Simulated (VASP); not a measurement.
The system is As2Se.

```
As Se
1.0
    -3.52942    3.52942    2.65357
     3.52942   -3.52942    2.65357
     3.52942    3.52942   -2.65357
As Se
4 2
Cartesian
  0.0000 5.2941 0.6634
  0.0000 1.7647 0.6634
  1.7647 3.5294 1.9902
  -1.7647 3.5294 1.9902
  0.0000 0.0000 2.6536
  3.5294 0.0000 1.3268
```

```yaml
Program: VASP 6.6.1
Task: relaxation of cell and atoms
Functional: LDA
Potentials_or_basis: VASP PAW LDA potentials, release 64 (As, Se)
Cutoff: 600 eV
k_mesh: 8 × 8 × 8
Occupations: gaussian, width 0.1 eV
Spin: no spin polarisation
```

At the start: pressure -4.7 GPa; volume 22.04 Å³/atom.

Q: How do energy, volume and symmetry change on relaxing?

A: Over 8 steps the energy falls by 21.4 meV/atom and the volume is 20.65 Å³/atom (-6.3 %); space group I4_1/amd (No. 141, to 0.1 Å) before and after.

The path:
```
step  energy change (eV)  largest force (eV/Å)  pressure (GPa)  volume (Å³)
   1              0.0000                0.0000           -4.72       132.22
   2             -0.0871                0.0000            3.04       120.17
   3             -0.1262                0.0000           -0.05       124.26
   4             -0.1262                0.0000            0.06       124.10
   5             -0.1275                0.0000            0.09       123.94
   6             -0.1281                0.0000            0.12       123.75
   7             -0.1281                0.0000           -0.11       124.07
   8             -0.1282                0.0000            0.00       123.92
```

Final structure:
```yaml
crystal:
  lattice:
    - [-3.44898, 3.44898, 2.60427]
    - [3.44898, -3.44898, 2.60427]
    - [3.44898, 3.44898, -2.60427]
  atoms:
    - { symbol: As, position: [0.87500, 0.12500, 0.75000] }
    - { symbol: As, position: [0.37500, 0.12500, 0.25000] }
    - { symbol: As, position: [0.87500, 0.62500, 0.75000] }
    - { symbol: As, position: [0.87500, 0.12500, 0.25000] }
    - { symbol: Se, position: [0.50000, 0.50000, 0.00000] }
    - { symbol: Se, position: [0.25000, 0.75000, 0.50000] }
```
